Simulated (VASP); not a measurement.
A run of VASP 6.6.1:

The input POSCAR:

```
SrTiO3
1.0
    3.9263812200      3.9263812200      0.0000000000
    0.0000000000      3.9263812200      3.9263812200
    3.9263812200      0.0000000000      3.9263812200
Sr Ti O
2 2 6
Direct
    0.2500000000      0.2500000000      0.2500000000
    0.7500000000      0.7500000000      0.7500000000
    0.0000000000      0.0000000000      0.0000000000
    0.5000000000      0.5000000000      0.5000000000
    0.2500000000      0.7500000000      0.2500000000
    0.7500000000      0.2500000000      0.7500000000
    0.2500000000      0.2500000000      0.7500000000
    0.7500000000      0.7500000000      0.2500000000
    0.2500000000      0.7500000000      0.7500000000
    0.7500000000      0.2500000000      0.2500000000
```

The input INCAR.step1:

```
SYSTEM = SrTiO3
PREC = Accurate
ENCUT = 520
ISMEAR = 0
SIGMA = 0.0215
LREAL = .FALSE.
LASPH = .TRUE.
NELM = 150
ISPIN = 2
MAGMOM = 0 0 0 0 0 0 0 0 0 0
LMAXMIX = 4
NBANDS = 55
GGA = PE
ALGO = Normal
EDIFF = 1E-4
LWAVE = .TRUE.
LCHARG = .FALSE.
```

Contents of INCAR.step2:

```
SYSTEM = SrTiO3
PREC = Accurate
ENCUT = 520
EDIFF = 1E-6
ISMEAR = 0
SIGMA = 0.0215
LREAL = .FALSE.
LASPH = .TRUE.
NELM = 150
ALGO = Normal
ISIF = 2
LWAVE = .FALSE.
LCHARG = .FALSE.
ISPIN = 2
MAGMOM = 0 0 0 0 0 0 0 0 0 0
LORBIT = 11
LMAXMIX = 4
METAGGA = R2SCAN
LMIXTAU = .TRUE.
NBANDS = 55
ISTART = 1
```

File KPOINTS:

```
Automatic mesh
0
G
  5 5 5
  0 0 0
```

Potentials or basis: VASP PAW PBE potentials, release 64 (Sr_sv, Ti_sv, O).

Command:

```bash
$ cat potpaw_PBE.64/Sr_sv/POTCAR potpaw_PBE.64/Ti_sv/POTCAR potpaw_PBE.64/O/POTCAR > POTCAR
$ cp INCAR.step1 INCAR
$ mpirun -np 1 vasp_std > vasp.out
$ cp INCAR.step2 INCAR
$ mpirun -np 1 vasp_std > vasp.out
```

Hardware: 1 thread of Intel(R) Xeon(R) Platinum 8488C (Sapphire Rapids) (shared host).

Estimate the wall time of this run.

Run time: 8.4 min on 1 thread of Intel(R) Xeon(R) Platinum 8488C (Sapphire Rapids), with other jobs on the host, peak memory 0.41 GiB. Counts: k points 10.
